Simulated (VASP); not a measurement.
Set up this calculation in VASP 6.6.1, as the native input.

```yaml
Task: single point
Functional: PBE
Potentials_or_basis: VASP PAW PBE potentials, release 64 (Zn)
Cutoff: 520 eV
k_mesh: 21 × 21 × 21
Occupations: fermi-dirac, width 0.0612256 eV
Spin: no spin polarisation
Dipole_correction: no
Further_INCAR_settings: ALGO = Normal; EDIFF = 1e-07; NBANDS = 12
```

The structure of Zn lies in POSCAR:

```
Zn
1.0
    2.5956669445      0.0000000000      0.0000000000
    0.0000000000      2.5956669445      0.0000000000
    0.0000000000      0.0000000000      2.5956669445
Zn
1
Direct
    0.0000000000      0.0000000000      0.0000000000
```

The input as run:

INCAR

```
PREC = Accurate ; ENCUT = 520
EDIFF = 1E-7 ; ISMEAR = -1
SIGMA = 0.06122561905347299 ; LREAL = F
LASPH = T ; NELM = 80
ALGO = Normal ; ISIF = 2
LWAVE = F ; LCHARG = F
GGA = PE ; NBANDS = 12
```

KPOINTS

```
regular mesh
0
Gamma
  21 21 21
```

Potentials or basis: VASP PAW PBE potentials, release 64 (Zn).

Launch:

```sh
$ cat potpaw_PBE.64/Zn/POTCAR > POTCAR
$ mpirun -np 1 vasp_std > vasp.out
```

Results of the run:

```json
{"Pressure": "2.3 GPa", "Band gap on the k mesh": "zero (band 6 reaches 7.28 eV, above the bottom of band 7 at -0.31 eV)"}
```

Wall time 44 s on 1 thread of Intel Xeon 8259CL, on a shared host, peak memory 0.17 GiB.
